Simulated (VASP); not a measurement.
# MgSe (Fm-3m) in VASP: notebook, part 2 of 2

VASP 6.6.1. The steps go on from the part before.

## (4) Electric field gradients, PBE

This run uses another cell than the first one: it holds 16 atoms, not 2.

INCAR

```
SYSTEM = MgSe
PREC     = Accurate       ! precision mode
ENCUT    = 520            ! plane-wave cutoff, eV
EDIFF    = 1E-8           ! SCF threshold, eV
ISMEAR   = 0              ! smearing method
SIGMA    = 0.01           ! smearing width, eV
LREAL    = .False.        ! projectors in reciprocal space
LASPH    = .True.         ! aspherical terms in the spheres
NELM     = 120            ! most SCF steps
ALGO     = Normal         ! electronic algorithm
ISIF     = 2              ! what is computed and relaxed
LWAVE    = .False.        ! write WAVECAR
LCHARG   = .False.        ! write CHGCAR
GGA      = PE             ! functional
LEFG     = .True.       
NBANDS   = 46             ! bands
GGA_COMPAT= .False.
```

KPOINTS

```
regular mesh
0
Gamma
  3 3 3
  0 0 0
```

POSCAR

```
MgSe
1.0
    0.0000000000      5.4510000000      5.4510000000
    5.4510000000      0.0000000000      5.4510000000
    5.4510000000      5.4510000000      0.0000000000
Mg Se
8 8
Direct
    0.0000000000      0.0000000000      0.0000000000
    0.0000000000      0.0000000000      0.5000000000
    0.0000000000      0.5000000000      0.0000000000
    0.0000000000      0.5000000000      0.5000000000
    0.5000000000      0.0000000000      0.0000000000
    0.5000000000      0.0000000000      0.5000000000
    0.5000000000      0.5000000000      0.0000000000
    0.5000000000      0.5000000000      0.5000000000
    0.2500000000      0.2500000000      0.2500000000
    0.2500000000      0.2500000000      0.7500000000
    0.2500000000      0.7500000000      0.2500000000
    0.2500000000      0.7500000000      0.7500000000
    0.7500000000      0.2500000000      0.2500000000
    0.7500000000      0.2500000000      0.7500000000
    0.7500000000      0.7500000000      0.2500000000
    0.7500000000      0.7500000000      0.7500000000
```

Potentials or basis: VASP PAW PBE potentials, release 64 (Mg, Se).

Started as:

```console
$ cat potpaw_PBE.64/Mg/POTCAR potpaw_PBE.64/Se/POTCAR > POTCAR
$ mpirun -np 1 vasp_std > vasp.out
```

OUTCAR:

```text
SYSTEM = MgSe
   PREC = Accurate
   ENCUT = 520
   EDIFF = 1E-8
   ISMEAR = 0
   LREAL = .False.
   LASPH = .True.
   NELM = 120
   ISIF = 2
   GGA = PE

 ion  position               nearest neighbor table
   1  0.000  0.000  0.000-  10 2.73  11 2.73  12 2.73  13 2.73  14 2.73  15 2.73
   2  0.000  0.000  0.500-   9 2.73  11 2.73  12 2.73  13 2.73  14 2.73  16 2.73
   3  0.000  0.500  0.000-   9 2.73  10 2.73  12 2.73  13 2.73  15 2.73  16 2.73
   4  0.000  0.500  0.500-   9 2.73  10 2.73  11 2.73  14 2.73  15 2.73  16 2.73
   5  0.500  0.000  0.000-   9 2.73  10 2.73  11 2.73  14 2.73  15 2.73  16 2.73
   6  0.500  0.000  0.500-   9 2.73  10 2.73  12 2.73  13 2.73  15 2.73  16 2.73
[... 8 lines left out ...]
  15  0.750  0.750  0.250-   1 2.73   3 2.73   4 2.73   5 2.73   6 2.73   8 2.73
  16  0.750  0.750  0.750-   2 2.73   3 2.73   4 2.73   5 2.73   6 2.73   7 2.73
[... 6 lines left out ...]
 A1 = (   0.0000000000,   5.4510000000,   5.4510000000)
 A2 = (   5.4510000000,   0.0000000000,   5.4510000000)
 A3 = (   5.4510000000,   5.4510000000,   0.0000000000)

Analysis of symmetry for initial positions (statically):
=====================================================================
 Subroutine PRICEL returns following result:

  LATTYP: Found a face centered cubic cell.
 ALAT       =     5.4510000000

[... 407 lines left out ...]
  energy  without entropy=      -59.8284660189  energy(sigma->0) =      -59.82846602

 Electric field gradients (V/A^2)
---------------------------------------------------------------------
 ion       V_xx      V_yy      V_zz      V_xy      V_xz      V_yz
---------------------------------------------------------------------
   1      -0.000     0.000    -0.000     0.000     0.000     0.000
   2      -0.000     0.000    -0.000     0.000     0.000     0.000
   3       0.000     0.000    -0.000     0.000     0.000     0.000
   4      -0.000     0.000    -0.000     0.000     0.000     0.000
   5       0.000     0.000    -0.000     0.000     0.000     0.000
   6      -0.000     0.000    -0.000     0.000     0.000     0.000
[... 8 lines left out ...]
  15       0.000    -0.000    -0.000    -0.000    -0.000    -0.000
  16       0.000    -0.000    -0.000    -0.000    -0.000    -0.000
---------------------------------------------------------------------

 Electric field gradients after diagonalization (V/A^2)
 (convention: |V_zz| > |V_xx| > |V_yy|)
----------------------------------------------------------------------
 ion       V_xx      V_yy      V_zz     asymmetry (V_yy - V_xx)/ V_zz
----------------------------------------------------------------------
   1      -0.000    -0.000     0.000       0.000
   2      -0.000    -0.000     0.000       0.000
   3      -0.000    -0.000     0.000       0.000
   4      -0.000    -0.000     0.000       0.000
   5      -0.000    -0.000     0.000       0.000
   6      -0.000    -0.000     0.000       0.000
[... 8 lines left out ...]
  15       0.000     0.000    -0.001       0.000
  16       0.000     0.000    -0.001       0.000
----------------------------------------------------------------------

           NMR quadrupolar parameters

 Cq : quadrupolar parameter    Cq=e*Q*V_zz/h
 eta: asymmetry parameters     (V_yy - V_xx)/ V_zz
 Q  : nuclear electric quadrupole moment in mb (millibarn)
----------------------------------------------------------------------
 ion       Cq(MHz)       eta       Q (mb)
----------------------------------------------------------------------
   1       0.000       0.000       1.000
   2       0.000       0.000       1.000
   3       0.000       0.000       1.000
   4       0.000       0.000       1.000
   5       0.000       0.000       1.000
   6       0.000       0.000       1.000
[... 8 lines left out ...]
  15      -0.000       0.000       1.000
  16      -0.000       0.000       1.000
----------------------------------------------------------------------
```

OSZICAR:

```text
N       E                     dE             d eps       ncg     rms          rms(c)
DAV:   1     0.288529221276E+03    0.28853E+03   -0.24344E+04   368   0.115E+03
DAV:   2    -0.307489747755E+02   -0.31928E+03   -0.30027E+03   470   0.173E+02
DAV:   3    -0.617551421356E+02   -0.31006E+02   -0.30769E+02   480   0.577E+01
DAV:   4    -0.622351284002E+02   -0.47999E+00   -0.47915E+00   456   0.815E+00
DAV:   5    -0.622410094629E+02   -0.58811E-02   -0.58777E-02   442   0.941E-01    0.844E+00
DAV:   6    -0.601776806053E+02    0.20633E+01   -0.33199E+00   408   0.481E+00    0.549E+00
DAV:   7    -0.598314717605E+02    0.34621E+00   -0.15420E+00   416   0.340E+00    0.252E+00
DAV:   8    -0.598284000344E+02    0.30717E-02   -0.65190E-02   412   0.917E-01    0.349E-01
DAV:   9    -0.598283027260E+02    0.97308E-04   -0.80495E-04   434   0.111E-01    0.242E-01
DAV:  10    -0.598285252726E+02   -0.22255E-03   -0.13924E-03   436   0.118E-01    0.120E-01
DAV:  11    -0.598284657951E+02    0.59478E-04   -0.21142E-04   392   0.407E-02    0.177E-02
DAV:  12    -0.598284660576E+02   -0.26250E-06   -0.11855E-05   436   0.107E-02    0.247E-03
DAV:  13    -0.598284663847E+02   -0.32716E-06   -0.70162E-07   422   0.251E-03    0.532E-03
DAV:  14    -0.598284660727E+02    0.31202E-06   -0.40998E-07   420   0.178E-03    0.897E-04
DAV:  15    -0.598284660169E+02    0.55825E-07   -0.21166E-08   314   0.453E-04    0.785E-05
DAV:  16    -0.598284660189E+02   -0.19986E-08   -0.16430E-09   220   0.145E-04
   1 F= -.59828466E+02 E0= -.59828466E+02  d E =-.826840E-33
```

Run time: 4.1 min. Hardware: 1 thread of Intel Xeon 8259CL, shared host; peak memory 0.5 GiB.

Results:

- Free energy: -59.8285 eV
- Pressure: 1.9 GPa
- Band gap on the k mesh: 1.80 eV

Caveat: without QUAD_EFG the Cq values of the log hold for a quadrupole moment of 1 mb, not for the nuclei. Expect the measured gap to be larger: semilocal functionals such as PBE lack the derivative discontinuity.

## (5) Summary

| task | cell | k mesh | smearing | gap on the mesh (eV) | pressure (GPa) |
| --- | --- | --- | --- | --- | --- |
| electric field gradients | a = 3.854 Å, angles 60.0°, 2 atoms | 9 × 9 × 9 | gaussian 0.05 eV | 1.93 | 1.9 |
| dielectric tensor | a = 3.854 Å, angles 60.0°, 2 atoms | 9 × 9 × 9 | gaussian 0.01 eV | 1.93 | - |
| electric field gradients | a = 7.709 Å, angles 60.0°, 16 atoms | 3 × 3 × 3 | gaussian 0.01 eV | 1.80 | 1.9 |

Alike in all rows: level PBE; potentials or basis VASP PAW PBE potentials, release 64 (Mg, Se); no spin polarisation; cutoff (eV) 520.

Total energies depend on the potentials used, so only differences within one code and one set of settings carry meaning.
